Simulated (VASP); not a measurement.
AgI (zincblende type): single point with PBEsol

AgI (zincblende type):

```
Ag I
1.0
     0.00000    3.11476    3.11476
     3.11476    0.00000    3.11476
     3.11476    3.11476    0.00000
Ag I
1 1
Direct
  0.00000 0.00000 0.00000
  0.25000 0.25000 0.25000
```

This cell differs from its parent crystal: volume scaled by 0.9.

```json
{
  "Program": "VASP 6.6.1",
  "Task": "single point",
  "Functional": "PBEsol",
  "Potentials or basis": "VASP PAW PBE potentials, release 64 (Ag, I)",
  "Cutoff": "500 eV",
  "k mesh": "12 × 12 × 12",
  "Occupations": "fermi-dirac, width 0.05 eV",
  "Spin": "no spin polarisation"
}
```

* Pressure: 4.7 GPa
* Band gap on the k mesh: 1.20 eV, direct

Levels at points of the mesh, in eV from the valence-band top:
| k point | band 7 | band 8 | band 9 | band 10 | band 11 | band 12 |
| --- | --- | --- | --- | --- | --- | --- |
| (0.00, 0.00, 0.00) | 0.00 | 0.00 | 0.00 | 1.20 | 5.43 | 5.43 |
| (0.50, 0.00, 0.00) | -3.51 | -0.93 | -0.93 | 2.56 | 5.97 | 5.97 |
| (0.50, 0.50, 0.00) | -3.16 | -2.27 | -2.27 | 3.12 | 3.65 | 8.84 |

Wall time 20 s on 1 thread of Intel(R) Xeon(R) 6975P-C (Granite Rapids), with other jobs on the host, peak memory 0.22 GiB.

Caveat: the PAW data sets were made with another functional, which shifts forces and pressure a little; spin-orbit coupling is left out, which moves the levels of the heavy elements. A k mesh can miss the band edges.
